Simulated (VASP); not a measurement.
**GeSb4Te7: single point with PBE**

GeSb4Te7:

```
Ge Sb Te
1.0
     4.14758    0.00000    0.00000
    -2.07379    3.59191    0.00000
     0.00000    0.00000   25.15943
Ge Sb Te
1 4 7
Direct
  0.00000 0.00000 0.50000
  0.66667 0.33333 0.91949
  0.33333 0.66667 0.35047
  0.33333 0.66667 0.08051
  0.66667 0.33333 0.64953
  0.33333 0.66667 0.85051
  0.66667 0.33333 0.14949
  0.00000 0.00000 0.71826
  0.66667 0.33333 0.43184
  0.33333 0.66667 0.56816
  0.00000 0.00000 0.00000
  0.00000 0.00000 0.28174
```

This cell differs from its parent crystal: biaxial strain in the a-b plane: -4.0 %.

```json
{
  "Program": "VASP 6.6.1",
  "Task": "single point",
  "Functional": "PBE",
  "Potentials or basis": "VASP PAW PBE potentials, release 64 (Ge_d, Sb, Te)",
  "Cutoff": "520 eV",
  "k mesh": "12 × 12 × 2",
  "Occupations": "gaussian, width 0.02 eV",
  "Spin": "no spin polarisation",
  "Dipole correction": "no",
  "Further INCAR settings": "ALGO = Normal; EDIFF = 1e-07; NBANDS = 50"
}
```

```json
{
 "Pressure": "3.5 GPa",
 "Largest force": "0.326 eV/Å",
 "Band gap on the k mesh": "0.38 eV (least direct gap 0.52 eV)"
}
```

Forces on the atoms (eV/Å):
```
Ge   0.000  0.000  0.000
Sb   0.000  0.000  0.149
Sb   0.000  0.000  0.162
Sb   0.000  0.000 -0.149
Sb   0.000  0.000 -0.162
Te   0.000  0.000 -0.325
Te   0.000  0.000  0.325
Te   0.000  0.000  0.326
Te   0.000  0.000  0.003
Te   0.000  0.000 -0.003
Te   0.000  0.000  0.000
Te   0.000  0.000 -0.326
```

Stress tensor (GPa, compression positive):
```
4.15 0.00 0.00
0.00 4.15 0.00
0.00 0.00 2.05
```

Levels at points of the mesh, in eV from the valence-band top:
| k point | band 35 | band 36 | band 37 | band 38 | band 39 | band 40 | band 41 | band 42 |
| --- | --- | --- | --- | --- | --- | --- | --- | --- |
| (0.00, 0.00, 0.00) | -1.10 | -1.06 | -0.24 | -0.13 | 0.59 | 0.62 | 0.62 | 0.66 |
| (0.50, 0.00, 0.00) | -1.51 | -1.46 | -1.25 | -1.07 | 0.64 | 0.65 | 0.88 | 0.94 |
| (0.00, 0.00, 0.50) | -1.09 | -0.74 | -0.45 | 0.00 | 0.52 | 0.58 | 0.58 | 0.72 |
| (0.50, 0.00, 0.50) | -1.57 | -1.42 | -1.40 | -0.85 | 0.38 | 0.43 | 0.93 | 0.95 |

It took 33 min on 1 thread of Intel Xeon 8259CL (shared host), peak memory 0.88 GiB.

Caveat: the cell differs from its parent crystal (biaxial strain in the a-b plane: -4.0 %); the cell stands under pressure; spin-orbit coupling is left out, which moves the levels of the heavy elements; this functional lacks dispersion, which binds the layers, so the pressure and a relaxed spacing across them are unreliable. A k mesh can miss the band edges.
